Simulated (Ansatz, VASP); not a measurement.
## One calculation of Zr2HS4, two programs

```
CELL_PARAMETERS angstrom
7.29768 0.00000 0.00000
-3.64884 6.31997 0.00000
0.00000 0.00000 20.91715
ATOMIC_POSITIONS crystal
S 0.33333 0.16667 0.19123
S 0.33333 0.66667 0.19123
S 0.83333 0.16667 0.19123
S 0.83333 0.66667 0.19123
S 0.16667 0.33333 0.33069
S 0.16667 0.83333 0.33069
S 0.66667 0.33333 0.33069
S 0.66667 0.83333 0.33069
Zr 0.00000 0.00000 0.26096
Zr 0.00000 0.50000 0.26096
Zr 0.50000 0.00000 0.26096
Zr 0.50000 0.50000 0.26096
H 0.29698 0.70302 0.39810
H 0.36969 0.63031 0.39810
```

Alike in both runs: task single point; functional PBE; dispersion D3(BJ); k mesh 6 × 6 × 1; occupations gaussian, width 0.05 eV; no spin polarisation.

```csv
,VASP,Ansatz
version,VASP 6.6.1,Ansatz 0.2.0
potentials or method,"VASP PAW PBE potentials, release 64 (S, Zr_sv, H), cutoff 400 eV","scalar-relativistic, plane waves, PAW"
valence electrons in the cell,98,98
```

VASP gave:

| Quantity | Value |
| --- | --- |
| gap on the k mesh at the Fermi level (eV) | 1.11 |
| least direct gap on the mesh (eV) | 1.11 |
| rms of the force components (eV/Å) | 0.637 |

Which values does Ansatz return?

gap on the k mesh at the Fermi level (eV): 1.11; least direct gap on the mesh (eV): 1.11; rms of the force components (eV/Å): 0.645.
